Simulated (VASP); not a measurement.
A run of VASP 6.6.1 is set up as follows.

File INCAR:

```
SYSTEM = Ag
ALGO     = Normal         ! electronic algorithm
EDIFF    = 1E-7           ! SCF threshold, eV
EDIFFG   = -0.04          ! ionic threshold
ENCUT    = 600            ! plane-wave cutoff, eV
GGA      = PE             ! functional
IBRION   = 2              ! ionic algorithm
ISIF     = 3              ! what is computed and relaxed
ISMEAR   = 0              ! smearing method
LASPH    = .True.         ! aspherical terms in the spheres
LCHARG   = .False.        ! write CHGCAR
LREAL    = .False.        ! projectors in reciprocal space
LWAVE    = .False.        ! write WAVECAR
NELM     = 80             ! most SCF steps
NSW      = 90             ! ionic steps
PREC     = Accurate       ! precision mode
SIGMA    = 0.1            ! smearing width, eV
```

File KPOINTS:

```
k-points
0
Gamma
  6 6 6
  0 0 0
```

POSCAR

```
Ag
1.0
    0.0000000000      2.8993620300      2.8993620300
    2.8993620300      0.0000000000      2.8993620300
    2.8993620300      2.8993620300      0.0000000000
Ag
3
Direct
    0.5000000000      0.5000000000      0.5000000000
    0.7500000000      0.7500000000      0.7500000000
    0.2500000000      0.2500000000      0.2500000000
```

Potentials or basis: VASP PAW PBE potentials, release 64 (Ag).

The run is started by

```sh
$ cat potpaw_PBE.64/Ag/POTCAR > POTCAR
$ mpirun -np 1 vasp_std > vasp.out
```

**Question.** What does it give for the space group after relaxing (to 0.05 Å)?

**Answer.** Fm-3m (No. 225).

**Question.** Predict the relaxed cell.

**Answer.** a = 4.517 Å, b = 4.517 Å, c = 4.517 Å, α = 60.00°, β = 60.00°, γ = 60.00°.

**Question.** What does it give for the relaxed volume?

**Answer.** 21.72 Å³/atom.

Step by step:
```tsv
step	energy change (eV)	largest force (eV/Å)	pressure (GPa)	volume (Å³)
1	0.0000	0.0000	40.12	48.75
2	-0.9110	0.0000	-7.79	83.46
3	-1.4951	0.0000	-0.07	65.17
```

Caveat: the volume moved by over 15 % at a fixed basis, so the end points are rough.
